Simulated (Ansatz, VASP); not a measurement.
Al4As in VASP and in Ansatz

```xyz
5
Lattice="-2.9957 2.9957 2.9957 2.9957 -2.9957 2.9957 2.9957 2.9957 -2.9957" Properties=species:S:1:pos:R:3 pbc="T T T"
Al    1.4979    1.4979    1.4979
Al   -1.4979    1.4979    1.4979
Al    1.4979    1.4979   -1.4979
Al    1.4979   -1.4979    1.4979
As    0.0000    0.0000    0.0000
```

Change from the starting cell: species swapped into the Hg4Pt type (Im-3m, No. 229).

Alike in both runs: functional PBE; k mesh 10 × 10 × 10; occupations gaussian, width 0.1 eV; no spin polarisation.

Ansatz relaxed the structure, and its values are those at the end. VASP's run is a single point on that final structure, the one shown.

|  | VASP | Ansatz |
| --- | --- | --- |
| version | VASP 6.6.1 | Ansatz 0.2.0 |
| potentials or method | VASP PAW PBE potentials, release 64 (Al, As), cutoff 520 eV | scalar-relativistic, plane waves, PAW |
| valence electrons in the cell | 17 | 27 |

Ansatz gave:

| Item | Value |
| --- | --- |
| gap on the k mesh at the Fermi level (eV) | none |
| pressure (GPa) | 0.0 |

Task: What did VASP give for the same quantities?

Result: gap on the k mesh at the Fermi level (eV): none; pressure (GPa): 0.1.

A gap of «none» marks a metal or a gap that the smearing closes. VASP's potentials hold 17 valence electrons a cell and Ansatz's 27, so a difference there can come from the potentials and not from the codes.
